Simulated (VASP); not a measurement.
# HC3 in VASP: further runs

The runs below take HC3 through single point, relaxation of the atoms, with LDA.

Everything below comes from runs of VASP 6.6.1. Logs are shortened: lines on timing, memory, paths and dates and some standing lists are left out, and cuts for length are marked.

## Step 1: The cell of the first run

The cell holds a slab with vacuum, 8 atoms: a = 4.268 Å, b = 4.268 Å, c = 20.000 Å, α = 90.00°, β = 90.00°, γ = 120.00°.

## Step 2: Single point, LDA

File INCAR:

```
  PREC = Accurate
  ENCUT = 520
  EDIFF = 1E-6
  ISMEAR = 0
  SIGMA = 0.05
  LREAL = F
  LASPH = T
  NELM = 80
  ALGO = Normal
  ISIF = 2
  LWAVE = F
  LCHARG = F
  NBANDS = 23
```

File KPOINTS:

```
regular mesh
0
Gamma
  7 7 1
```

File POSCAR:

```
HC3
1.0
    3.6960000000     -2.1338865949      0.0000000000
    0.0000000000      4.2677731898      0.0000000000
    0.0000000000      0.0000000000     20.0000000000
C H
6 2
Direct
    0.0000000000      0.0000000000      0.3000000000
    0.3333333333      0.3333333333      0.3000000000
    0.6666666667      0.3333333333      0.3000000000
    0.0000000000      0.6666666667      0.3000000000
    0.3333333333      0.6666666667      0.3000000000
    0.6666666667      0.0000000000      0.3000000000
    0.0000000000      0.3333333333      0.4586435045
    0.0000000000      0.3333333333      0.4202620632
```

Potentials or basis: VASP PAW LDA potentials, release 64 (C, H).

Launch:

```console
> cat potpaw_LDA.64/C/POTCAR potpaw_LDA.64/H/POTCAR > POTCAR
> mpirun -np 1 vasp_std > vasp.out
```

OUTCAR:

```text
PREC = Accurate
   ENCUT = 520
   EDIFF = 1E-6
   ISMEAR = 0
   LREAL = F
   LASPH = T
   NELM = 80
   ISIF = 2

 ion  position               nearest neighbor table
   1  0.000  0.000  0.300-   4 1.42   2 1.42   6 1.42
   2  0.333  0.333  0.300-   1 1.42   5 1.42   3 1.42
   3  0.667  0.333  0.300-   6 1.42   4 1.42   2 1.42
   4  0.000  0.667  0.300-   1 1.42   5 1.42   3 1.42
   5  0.333  0.667  0.300-   4 1.42   6 1.42   2 1.42
   6  0.667  0.000  0.300-   3 1.42   1 1.42   5 1.42
   7  0.000  0.333  0.459-   8 0.77
   8  0.000  0.333  0.420-   7 0.77

  LATTYP: Found a hexagonal cell.
 ALAT       =     4.2677731898
 C/A-ratio  =     4.6862846525

  Lattice vectors:

 A1 = (   3.6960000000,  -2.1338865949,   0.0000000000)
 A2 = (   0.0000000000,   4.2677731898,   0.0000000000)
 A3 = (   0.0000000000,   0.0000000000,  20.0000000000)

Analysis of symmetry for initial positions (statically):
=====================================================================
 Subroutine PRICEL returns:
 Original cell was already a primitive cell.

 Routine SETGRP: Setting up the symmetry group for a
 hexagonal supercell.

 Subroutine GETGRP returns: Found 12 space group operations
 (whereof  2 operations were pure point group operations)
 out of a pool of 24 trial point group operations.

The static configuration has the point symmetry C_1h.
 The point group associated with its full space group is C_6v.

Analysis of symmetry for dynamics (positions and initial velocities):
=====================================================================
 Subroutine PRICEL returns:
 Original cell was already a primitive cell.

 Routine SETGRP: Setting up the symmetry group for a
 hexagonal supercell.

 Subroutine GETGRP returns: Found 12 space group operations
 (whereof  2 operations were pure point group operations)
 out of a pool of 24 trial point group operations.

The dynamic configuration has the point symmetry C_1h.
 The point group associated with its full space group is C_6v.

 Subroutine INISYM returns: Found 12 space group operations
 (whereof  2 operations are pure point group operations),
 and found     1 'primitive' translations

----------------------------------------------------------------------------------------

                                     Primitive cell

  volume of cell :     315.4738

  direct lattice vectors                    reciprocal lattice vectors
     3.696000000 -2.133886595  0.000000000     0.270562771  0.000000000  0.000000000
     0.000000000  4.267773190  0.000000000     0.135281385  0.234314233  0.000000000
     0.000000000  0.000000000 20.000000000     0.000000000  0.000000000  0.050000000

  length of vectors
     4.267773190  4.267773190 20.000000000     0.270562771  0.270562771  0.050000000

  position of ions in fractional coordinates (direct lattice)
     0.000000000  0.000000000  0.300000000
     0.333333333  0.333333333  0.300000000
     0.666666667  0.333333333  0.300000000
     0.000000000  0.666666667  0.300000000
     0.333333333  0.666666667  0.300000000
     0.666666667  0.000000000  0.300000000
     0.000000000  0.333333333  0.458643505
     0.000000000  0.333333333  0.420262063

  ion indices of the primitive-cell ions
   primitive index   ion index
                 1           1
                 2           2
                 3           3
                 4           4
                 5           5
                 6           6
                 7           7
                 8           8

----------------------------------------------------------------------------------------

 KPOINTS: regular mesh

Automatic generation of k-mesh.
 Grid dimensions read from file:
 generate k-points for:    7    7    1

 Generating k-lattice:

  Cartesian coordinates                     Fractional coordinates (reciprocal lattice)
     0.038651824  0.000000000  0.000000000     0.142857143  0.000000000  0.000000000
     0.019325912  0.033473462  0.000000000     0.000000000  0.142857143  0.000000000
     0.000000000  0.000000000  0.050000000     0.000000000  0.000000000  1.000000000

  Length of vectors
     0.038651824  0.038651824  0.050000000

  Shift w.r.t. Gamma in fractional coordinates (k-lattice)
     0.000000000  0.000000000  0.000000000

 Subroutine IBZKPT returns following result:
 ===========================================

 Found      8 irreducible k-points:

 Following reciprocal coordinates:
            Coordinates               Weight
  0.000000  0.000000  0.000000      1.000000
  0.142857  0.000000  0.000000      6.000000
  0.285714  0.000000  0.000000      6.000000
  0.428571  0.000000  0.000000      6.000000
  0.142857  0.142857  0.000000      6.000000
  0.285714  0.142857  0.000000     12.000000
  0.428571  0.142857  0.000000      6.000000
  0.285714  0.285714  0.000000      6.000000
   k-points           NKPTS =      8   k-points in BZ     NKDIM =      8   number of bands    NBANDS=     23
   number of dos      NEDOS =    301   number of ions     NIONS =      8
   total plane-waves  NPLWV = 153600
   dimension x,y,z NGX =    32 NGY =   32 NGZ =  150
   dimension x,y,z NGXF=    64 NGYF=   64 NGZF=  300
   ions per type =               6   2
   NGX,Y,Z   is equivalent  to a cutoff of  12.47, 12.47, 12.47 a.u.
   NGXF,Y,Z  is equivalent  to a cutoff of  24.93, 24.93, 24.94 a.u.
 SYSTEM =  unknown system
   PREC   = accura    normal or accurate (medium, high low for compatibility)
   ISTART =      0    job   : 0-new  1-cont  2-samecut
   ICHARG =      2    charge: 1-file 2-atom 10-const
   ISPIN  =      1    spin polarized calculation?
   LNONCOLLINEAR =      F non collinear calculations
   LSORBIT =      F    spin-orbit coupling
   LASPH  =      T    aspherical Exc in radial PAW
   ENCUT  =  520.0 eV  38.22 Ry    6.18 a.u.   7.94  7.94 37.19*2*pi/ulx,y,z
   NELM   =     80;   NELMIN=  2; NELMDL= -5     # of ELM steps
   EDIFF  = 0.1E-05   stopping-criterion for ELM
   LREAL  =      F    real-space projection
   EDIFFG = 0.1E-04   stopping-criterion for IOM
   NSW    =      0    number of steps for IOM
   IBRION =     -1    ionic relax: 0-MD 1-quasi-New 2-CG
   NFREE  =      0    steps in history (QN), initial steepest desc. (CG)
   ISIF   =      2    stress and relaxation
   ISYM   =      2    0-nonsym 1-usesym 2-fastsym
   POTIM  = 0.5000    time-step for ionic-motion
   TEBEG  =    0.0;   TEEND  =   0.0 temperature during run
   PSTRESS=    0.0 pullay stress
   NELECT =      26.0000    total number of electrons
   NUPDOWN=      -1.0000    fix difference up-down
   EMIN   =  10.00;   EMAX   =-10.00  energy-range for DOS
   EFERMI =   0.00;   METHOD = LEGACY
   ISMEAR =     0;   SIGMA  =   0.05  broadening in eV -4-tet -1-fermi 0-gaus
   EFERMI_NEDOS =   21; number of points for ismear=-14 and -15
   IALGO  =     38    algorithm
   IMIX   =      4    mixing-type and parameters
     AMIX     =   0.40;   BMIX     =  1.00
     AMIX_MAG =   1.60;   BMIX_MAG =  1.00
  volume/ion in A,a.u.               =      39.43       266.12
  Fermi-wavevector in a.u.,A,eV,Ry     =   0.712434  1.346306  6.905810  0.507563
  Thomas-Fermi vector in A             =   1.799809
   LORBIT       =      0    0 simple, 1 ext, 2 COOP (PROOUT), +10 PAW based schemes
   GGA     = CA    functional components
   LHFCALC =     F    Hartree Fock is set to
   AEXX    =    0.0000 exact exchange contribution
   IVDW    =     0    specifies the selected vdW correction
   LEPSILON=     F    determine dielectric tensor
   LRPA    =     F    only Hartree local field effects (RPA)
 non-spin polarized calculation
 Gauss-broadening in eV      SIGMA  =   0.05
  energy-cutoff  :      520.00
  volume of cell :      315.47
 maximum number of plane-waves:      8528
 NGX is ok and might be reduce to    32
   NGX = 15   NGY = 15   NGZ = 75

 number of electron      26.0000000 magnetization

 Free energy of the ion-electron system (eV)
  ---------------------------------------------------
  ext. energy  EPLUGINS =         0.00000000
  ---------------------------------------------------
  free energy    TOTEN  =       -67.27209812 eV

  energy without entropy =      -67.26995394  energy(sigma->0) =      -67.27102603

 E-fermi :  -2.9800     XC(G=0):  -2.6845

 val. band max:       -2.9933691121   @ k =   0.0000   0.0000   0.0000
 cond. band min:      -2.9666537285   @ k =   0.0000   0.0000   0.0000
 fundamental gap:      0.0267153836
 Fermi energy:        -2.9800114204

 k-point     1 :       0.0000    0.0000    0.0000
  band No.  band energies     occupation
      1     -22.2894      2.00000
      2     -15.3620      2.00000
      3     -15.3620      2.00000
      4     -15.3593      2.00000
      5     -15.3593      2.00000
      6     -13.5850      2.00000
[... 15 lines left out ...]
     22       5.0230      0.00000
     23       5.3013      0.00000

 k-point     2 :       0.1429    0.0000    0.0000
  band No.  band energies     occupation
      1     -22.1294      2.00000
      2     -16.8177      2.00000
      3     -16.1655      2.00000
      4     -15.3525      2.00000
      5     -14.2964      2.00000
      6     -12.8584      2.00000
[... 15 lines left out ...]
     22       5.1552      0.00000
     23       5.4090      0.00000

 k-point     3 :       0.2857    0.0000    0.0000
  band No.  band energies     occupation
      1     -21.6511      2.00000
      2     -18.3999      2.00000
      3     -16.7044      2.00000
      4     -15.8263      2.00000
      5     -12.9860      2.00000
      6     -11.5908      2.00000
[... 15 lines left out ...]
     22       5.4195      0.00000
     23       5.7778      0.00000
[... 79 lines left out ...]
 k-point     7 :       0.4286    0.1429    0.0000
  band No.  band energies     occupation
      1     -20.2369      2.00000
      2     -20.2301      2.00000
      3     -18.1013      2.00000
      4     -14.8646      2.00000
      5     -11.2253      2.00000
      6     -11.2229      2.00000
[... 15 lines left out ...]
     22       4.5670      0.00000
     23       4.5929      0.00000

 k-point     8 :       0.2857    0.2857    0.0000
  band No.  band energies     occupation
      1     -20.3892      2.00000
      2     -19.3079      2.00000
      3     -19.3018      2.00000
      4     -13.0864      2.00000
      5     -13.0843      2.00000
      6     -11.2496      2.00000
[... 15 lines left out ...]
     22       4.8317      0.00000
     23       4.9238      0.00000

------------------------ aborting loop because EDIFF is reached ----------------------------------------

  FORCE on cell =-STRESS in cart. coord.  units (eV):
  Direction    XX          YY          ZZ          XY          YZ          ZX
  --------------------------------------------------------------------------------------
  -------------------------------------------------------------------------------------
  Total       -2.8905681     -2.8905681     -0.0617300      0.0000000     -0.0000000      0.0000000
  in kB      -14.6801501    -14.6801501     -0.3135044      0.0000000     -0.0000000      0.0000000
  external PRESSURE =      -9.8912682 kB  Pullay stress =       0.0000000 kB

 VOLUME and BASIS-vectors are now :
 -----------------------------------------------------------------------------
  energy-cutoff  :      520.00
  volume of cell :      315.47
      direct lattice vectors                 reciprocal lattice vectors
     3.696000000 -2.133886595  0.000000000     0.270562771  0.000000000  0.000000000
     0.000000000  4.267773190  0.000000000     0.135281385  0.234314233  0.000000000
     0.000000000  0.000000000 20.000000000     0.000000000  0.000000000  0.050000000

 POSITION                                       TOTAL-FORCE (eV/Angst)
 -----------------------------------------------------------------------------------
      0.00000      0.00000      6.00000         0.000000      0.066362      0.000151
      1.23200      0.71130      6.00000        -0.057472      0.033181      0.000151
      2.46400     -0.00000      6.00000         0.057472     -0.033181      0.000151
      0.00000      2.84518      6.00000         0.000000     -0.066362      0.000151
      1.23200      2.13389      6.00000        -0.057472     -0.033181      0.000151
      2.46400     -1.42259      6.00000         0.057472      0.033181      0.000151
      0.00000      1.42259      9.17287         0.000000      0.000000      0.015261
      0.00000      1.42259      8.40524         0.000000      0.000000     -0.016168
 -----------------------------------------------------------------------------------
    total drift:                                0.000000      0.000005      0.000057

  FREE ENERGIE OF THE ION-ELECTRON SYSTEM (eV)
  ---------------------------------------------------
  free  energy   TOTEN  =       -67.2720981226 eV

  energy  without entropy=      -67.2699539366  energy(sigma->0) =      -67.27102603
```

Wall time 2.4 min (1 thread of AMD EPYC 7R43 (Zen 3), shared host); peak memory 0.27 GiB.

Results:

- Free energy: -67.2721 eV
- Largest force: 0.066 eV/Å
- Band gap on the k mesh: 0.03 eV

Forces in eV/Å, atoms in the order of the input:
```
C    0.000  0.066  0.000
C   -0.057  0.033  0.000
C    0.057 -0.033  0.000
C    0.000 -0.066  0.000
C   -0.057 -0.033  0.000
C    0.057  0.033  0.000
H    0.000  0.000  0.015
H    0.000  0.000 -0.016
```

## Step 3: Relaxation of the atoms, LDA

File INCAR:

```
PREC = Accurate
ENCUT = 520
EDIFF = 1E-7
ISMEAR = 0
SIGMA = 0.05
LREAL = F
LASPH = T
NELM = 60
ALGO = Normal
ISIF = 2
LWAVE = F
LCHARG = F
IBRION = 2
NSW = 80
EDIFFG = -0.002
```

KPOINTS is that of step 2.

File POSCAR:

```
HC3
1.0
    3.6960000000     -2.1338865949      0.0000000000
    0.0000000000      4.2677731898      0.0000000000
    0.0000000000      0.0000000000     20.0000000000
C H
6 2
Selective dynamics
Direct
    0.0000000000      0.0000000000      0.3000000000  F F F
    0.3333333333      0.3333333333      0.3000000000  F F F
    0.6666666667      0.3333333333      0.3000000000  F F F
    0.0000000000      0.6666666667      0.3000000000  F F F
    0.3333333333      0.6666666667      0.3000000000  F F F
    0.6666666667      0.0000000000      0.3000000000  F F F
    0.0000000000      0.3333333333      0.4662625000  T T T
    0.0000000000      0.3333333333      0.4287375000  T T T
```

Potentials or basis: VASP PAW LDA potentials, release 64 (C, H).

Launch:

```console
> cat potpaw_LDA.64/C/POTCAR potpaw_LDA.64/H/POTCAR > POTCAR
> mpirun -np 1 vasp_std > vasp.out
```

Run time: 9.4 min. Hardware: 1 thread of AMD EPYC 7R43 (Zen 3), shared host; peak memory 0.28 GiB.

Results (log left out):

| Item | Value |
| --- | --- |
| Free energy | -67.2721 eV |
| Energy gained by relaxing | 1.2 meV/atom |
| Ionic steps | 15 |
| Band gap on the k mesh | 0.03 eV |

The path:
```
step  energy change (eV)  largest force on free atoms (eV/Å)  pressure (GPa)
   1              0.0000                              0.6246           -0.94
   2              0.0180                              1.1422           -1.16
   3             -0.0053                              0.0265           -1.01
   4             -0.0053                              0.0323           -1.01
   5             -0.0053                              0.0324           -1.01
   6             -0.0055                              0.0312           -1.01
   7             -0.0058                              0.0286           -1.01
   8             -0.0063                              0.0235           -1.01
   9             -0.0073                              0.0252           -1.01
  10             -0.0088                              0.0356           -1.00
  11             -0.0095                              0.0653           -0.99
  12             -0.0097                              0.0487           -1.00
  13             -0.0094                              0.1478           -0.97
  14             -0.0097                              0.0024           -0.99
  15             -0.0097                              0.0014           -0.99
```

Final structure:
```
C H
1.0
     3.69600   -2.13389    0.00000
     0.00000    4.26777    0.00000
     0.00000    0.00000   20.00000
C H
6 2
Direct
  0.00000 0.00000 0.30000
  0.33333 0.33333 0.30000
  0.66667 0.33333 0.30000
  0.00000 0.66667 0.30000
  0.33333 0.66667 0.30000
  0.66667 0.00000 0.30000
  0.00000 0.33333 0.45874
  0.00000 0.33333 0.42034
```

Levels at points of the mesh, in eV from the valence-band top:
```
           k point  band 11  band 12  band 13  band 14  band 15  band 16
(0.00, 0.00, 0.00)    -3.01     0.00     0.00     0.03     0.03     3.70
```
